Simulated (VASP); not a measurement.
# BiBrO (P4/nmm) in VASP: notebook, part 2 of 2

VASP 6.6.1. The steps go on from the part before.

**3. Single point, LDA**

This run uses another cell than the first one, of 20.12 Å³/atom.

INCAR

```
ALGO = Normal ; EDIFF = 1E-6
ENCUT = 520 ; GGA = CA
ISIF = 2 ; ISMEAR = 0
LASPH = True ; LCHARG = False
LREAL = False ; LWAVE = False
NBANDS = 37 ; NELM = 100
PREC = Accurate ; SIGMA = 0.05
```

KPOINTS

```
k-points
0
Gamma
  8 8 4
```

POSCAR

```
BiBrO
1.0
    3.8179000000      0.0000000000      0.0000000000
    0.0000000000      3.8179000000      0.0000000000
    0.0000000000      0.0000000000      8.2811000000
Bi Br O
2 2 2
Direct
    0.0000000000      0.5000000000      0.1575579020
    0.5000000000      0.0000000000      0.8424420980
    0.0000000000      0.5000000000      0.6517216503
    0.5000000000      0.0000000000      0.3482783497
    0.0000000000      0.0000000000      0.0000000000
    0.5000000000      0.5000000000      0.0000000000
```

Potentials or basis: VASP PAW LDA potentials, release 64 (Bi_d, Br, O).

On the command line:

```bash
> cat potpaw_LDA.64/Bi_d/POTCAR potpaw_LDA.64/Br/POTCAR potpaw_LDA.64/O/POTCAR > POTCAR
> mpirun -np 1 vasp_std > vasp.out
```

Run time: 4.3 min. Hardware: 1 thread of Intel Xeon 8259CL, shared host; peak memory 0.3 GiB.

Results (log left out):

* Free energy: -31.8747 eV
* Pressure: -0.2 GPa
* Largest force: 0.520 eV/Å
* Band gap on the k mesh: 2.26 eV (least direct gap 2.57 eV)

Forces on the atoms (eV/Å):
```
Bi   0.000  0.000 -0.520
Bi   0.000  0.000  0.520
Br   0.000  0.000  0.115
Br   0.000  0.000 -0.115
O    0.000  0.000  0.000
O    0.000  0.000  0.000
```

Stress tensor (GPa, compression positive):
```
 1.06  0.00  0.00
 0.00  1.06  0.00
 0.00  0.00 -2.83
```

Levels at points of the mesh, in eV from the valence-band top:
| k point | band 26 | band 27 | band 28 | band 29 | band 30 | band 31 |
| --- | --- | --- | --- | --- | --- | --- |
| (0.00, 0.00, 0.00) | -0.94 | -0.94 | -0.64 | 2.44 | 3.23 | 4.76 |
| (0.50, 0.00, 0.00) | -0.70 | -0.20 | -0.20 | 4.10 | 4.10 | 4.77 |
| (0.50, 0.50, 0.00) | -1.11 | -0.86 | -0.86 | 2.96 | 2.96 | 4.81 |
| (0.00, 0.00, 0.50) | -0.70 | -0.70 | -0.31 | 2.26 | 2.60 | 4.56 |
| (0.50, 0.00, 0.50) | -0.71 | -0.27 | -0.27 | 3.96 | 3.96 | 4.81 |
| (0.50, 0.50, 0.50) | -1.41 | -0.86 | -0.86 | 3.74 | 3.74 | 5.17 |

Caveat: spin-orbit coupling is left out, which moves the levels of the heavy elements. A hybrid or GW would open this gap; LDA tends to underestimate it.

**4. Single point, LDA**

This run uses another cell than the first one, of 20.14 Å³/atom.

INCAR

```
ALGO = Normal
EDIFF = 1E-7
ENCUT = 520
GGA = CA
ISIF = 2
ISMEAR = 0
LASPH = True
LCHARG = True
LELF = True
LREAL = False
LVHAR = True
LWAVE = False
NBANDS = 37
NELM = 60
PREC = Accurate
SIGMA = 0.05
```

KPOINTS is that of step 3.

POSCAR, as its differences from that of step 3:

```diff
@@ -2,5 +2,5 @@
 1.0
-    3.8179000000      0.0000000000      0.0000000000
-    0.0000000000      3.8179000000      0.0000000000
-    0.0000000000      0.0000000000      8.2811000000
+    3.9473000000      0.0000000000      0.0000000000
+    0.0000000000      3.9473000000      0.0000000000
+    0.0000000000      0.0000000000      7.7553000000
 Bi Br O
```

On the command line:

```bash
> cat potpaw_LDA.64/Bi_d/POTCAR potpaw_LDA.64/Br/POTCAR potpaw_LDA.64/O/POTCAR > POTCAR
> mpirun -np 1 vasp_std > vasp.out
```

It took 4.9 min on 1 thread of Intel Xeon 8259CL, shared host; peak memory 0.3 GiB.

It converged, with:

* Free energy: -31.9111 eV
* Pressure: -1.8 GPa
* Largest force: 0.046 eV/Å
* Band gap on the k mesh: 1.93 eV (least direct gap 2.06 eV)

Forces on the atoms (eV/Å):
```
Bi   0.000  0.000  0.046
Bi   0.000  0.000 -0.046
Br   0.000  0.000  0.012
Br   0.000  0.000 -0.012
O    0.000  0.000  0.000
O    0.000  0.000  0.000
```

Stress tensor (GPa, compression positive):
```
-2.45  0.00  0.00
 0.00 -2.45  0.00
 0.00  0.00 -0.38
```

Levels at points of the mesh, in eV from the valence-band top:
```csv
k point,band 26,band 27,band 28,band 29,band 30,band 31
"(0.00, 0.00, 0.00)",-0.86,-0.86,-0.80,2.30,3.27,4.97
"(0.50, 0.00, 0.00)",-0.65,-0.12,-0.12,4.29,4.29,4.71
"(0.50, 0.50, 0.00)",-0.98,-0.69,-0.69,3.46,3.46,5.11
"(0.00, 0.00, 0.50)",-0.48,-0.48,-0.13,1.93,2.30,4.81
"(0.50, 0.00, 0.50)",-0.67,-0.02,-0.02,4.07,4.07,4.78
"(0.50, 0.50, 0.50)",-1.21,-1.08,-1.08,4.21,4.21,5.29
```

Caveat: spin-orbit coupling is left out, which moves the levels of the heavy elements. As with any semilocal functional, this LDA gap is likely too small.

**5. Single point, LDA**

This run uses another cell than the first one, of 20.15 Å³/atom.

INCAR

```
SYSTEM = BiBrO
PREC = Accurate ; ENCUT = 520
EDIFF = 1E-6 ; ISMEAR = 0
SIGMA = 0.05 ; LREAL = .FALSE.
LASPH = .TRUE. ; NELM = 80
ALGO = Normal ; ISIF = 2
LWAVE = .FALSE. ; LCHARG = .FALSE.
NBANDS = 37
```

KPOINTS

```
regular mesh
0
G
  8 8 4
  0 0 0
```

POSCAR, as its differences from that of step 4:

```diff
@@ -2,5 +2,5 @@
 1.0
-    3.9473000000      0.0000000000      0.0000000000
-    0.0000000000      3.9473000000      0.0000000000
-    0.0000000000      0.0000000000      7.7553000000
+    3.8826151614      0.0000000000      0.0000000000
+    0.0000000000      3.8826151614      0.0000000000
+    0.0000000000      0.0000000000      8.0182000000
 Bi Br O
```

On the command line:

```bash
> cat potpaw_LDA.64/Bi_d/POTCAR potpaw_LDA.64/Br/POTCAR potpaw_LDA.64/O/POTCAR > POTCAR
> mpirun -np 1 vasp_std > vasp.out
```

Run time: 4.8 min. Hardware: 1 thread of Intel Xeon 8259CL, shared host; peak memory 0.3 GiB.

It converged, with:

```
Free energy            : -31.9294 eV
Pressure               : -1.0 GPa
Largest force          : 0.204 eV/Å
Band gap on the k mesh : 2.08 eV (least direct gap 2.30 eV)
```

Forces in eV/Å, atoms in the order of the input:
```
Bi   0.000  0.000 -0.204
Bi   0.000  0.000  0.204
Br   0.000  0.000  0.070
Br   0.000  0.000 -0.070
O    0.000  0.000  0.000
O    0.000  0.000  0.000
```

Stress tensor (GPa, compression positive):
```
-0.83  0.00  0.00
 0.00 -0.83  0.00
 0.00  0.00 -1.50
```

Levels at points of the mesh, in eV from the valence-band top:
```tsv
k point	band 26	band 27	band 28	band 29	band 30	band 31
(0.00, 0.00, 0.00)	-0.92	-0.92	-0.75	2.33	3.20	4.85
(0.50, 0.00, 0.00)	-0.69	-0.17	-0.17	4.20	4.20	4.72
(0.50, 0.50, 0.00)	-1.00	-0.92	-0.92	3.21	3.21	4.95
(0.00, 0.00, 0.50)	-0.61	-0.61	-0.23	2.08	2.42	4.66
(0.50, 0.00, 0.50)	-0.70	-0.15	-0.15	4.01	4.01	4.77
(0.50, 0.50, 0.50)	-1.32	-1.00	-1.00	3.99	3.99	5.24
```

Caveat: spin-orbit coupling is left out, which moves the levels of the heavy elements. As with any semilocal functional, this LDA gap is likely too small.

**6. Single point, LDA**

This run uses another cell than the first one, of 20.10 Å³/atom.

INCAR

```
SYSTEM = BiBrO
  PREC = Accurate
  ENCUT = 520
  EDIFF = 1E-6
  ISMEAR = 0
  SIGMA = 0.05
  LREAL = .False.
  LASPH = .True.
  NELM = 80
  ALGO = Normal
  ISIF = 2
  LWAVE = .False.
  LCHARG = .True.
  LELF = .True.
  LVHAR = .True.
  NBANDS = 37
```

KPOINTS

```
Automatic mesh
0
Gamma
  8 8 4
  0 0 0
```

POSCAR, as its differences from that of step 5:

```diff
@@ -2,5 +2,5 @@
 1.0
-    3.8826151614      0.0000000000      0.0000000000
-    0.0000000000      3.8826151614      0.0000000000
-    0.0000000000      0.0000000000      8.0182000000
+    4.0120000000      0.0000000000      0.0000000000
+    0.0000000000      4.0120000000      0.0000000000
+    0.0000000000      0.0000000000      7.4924000000
 Bi Br O
```

Potentials or basis: VASP PAW LDA potentials, release 64 (Bi_d, Br, O).

On the command line:

```bash
> cat potpaw_LDA.64/Bi_d/POTCAR potpaw_LDA.64/Br/POTCAR potpaw_LDA.64/O/POTCAR > POTCAR
> mpirun -np 1 vasp_std > vasp.out
```

It took 4.9 min on 1 thread of Intel Xeon 8259CL, shared host; peak memory 0.3 GiB.

The run converged. Its results:

```
Free energy            : -31.8319 eV
Pressure               : -2.3 GPa
Largest force          : 0.230 eV/Å
Band gap on the k mesh : 1.72 eV (least direct gap 1.85 eV)
```

Forces on the atoms (eV/Å):
```
Bi   0.000  0.000  0.230
Bi   0.000  0.000 -0.230
Br   0.000  0.000 -0.055
Br   0.000  0.000  0.055
O    0.000  0.000  0.000
O    0.000  0.000  0.000
```

Stress tensor (GPa, compression positive):
```
-3.76  0.00  0.00
 0.00 -3.76  0.00
 0.00  0.00  0.53
```

Levels at points of the mesh, in eV from the valence-band top:
```csv
k point,band 25,band 26,band 27,band 28,band 29,band 30,band 31,band 32
"(0.00, 0.00, 0.00)",-1.20,-0.87,-0.87,-0.81,2.25,3.32,5.00,5.00
"(0.50, 0.00, 0.00)",-0.70,-0.70,-0.19,-0.19,4.28,4.28,4.63,4.63
"(0.50, 0.50, 0.00)",-0.77,-0.77,-0.55,-0.55,3.59,3.59,5.17,5.17
"(0.00, 0.00, 0.50)",-0.48,-0.43,-0.43,-0.14,1.72,2.14,4.89,4.89
"(0.50, 0.00, 0.50)",-0.72,-0.72,0.00,0.00,4.01,4.01,4.72,4.72
"(0.50, 0.50, 0.50)",-1.21,-1.21,-1.20,-1.20,4.28,4.28,5.20,5.20
```

Caveat: spin-orbit coupling is left out, which moves the levels of the heavy elements. LDA gaps usually lie below the measured ones, often by a third to a half.

**7. Overview**

| cell | gap on the mesh (eV) | pressure (GPa) | largest force (eV/Å) |
| --- | --- | --- | --- |
| a = 3.883, b = 3.883, c = 7.887 Å, 6 atoms | 2.02 | 0.3 | 0.08 |
| a = 3.818, b = 3.818, c = 8.281 Å, 6 atoms | 2.26 | -0.2 | 0.52 |
| a = 3.947, b = 3.947, c = 7.755 Å, 6 atoms | 1.93 | -1.8 | 0.05 |
| a = 3.883, b = 3.883, c = 8.018 Å, 6 atoms | 2.08 | -1.0 | 0.20 |
| a = 4.012, b = 4.012, c = 7.492 Å, 6 atoms | 1.72 | -2.3 | 0.23 |

Alike in all rows: task single point; level LDA; potentials or basis VASP PAW LDA potentials, release 64 (Bi_d, Br, O); no spin polarisation; k mesh 8 × 8 × 4; cutoff (eV) 520; smearing gaussian 0.05 eV.

Caveats: spin-orbit coupling is left out, which moves the levels of the heavy elements.

Total energies depend on the potentials used, so only differences within one code and one set of settings carry meaning.
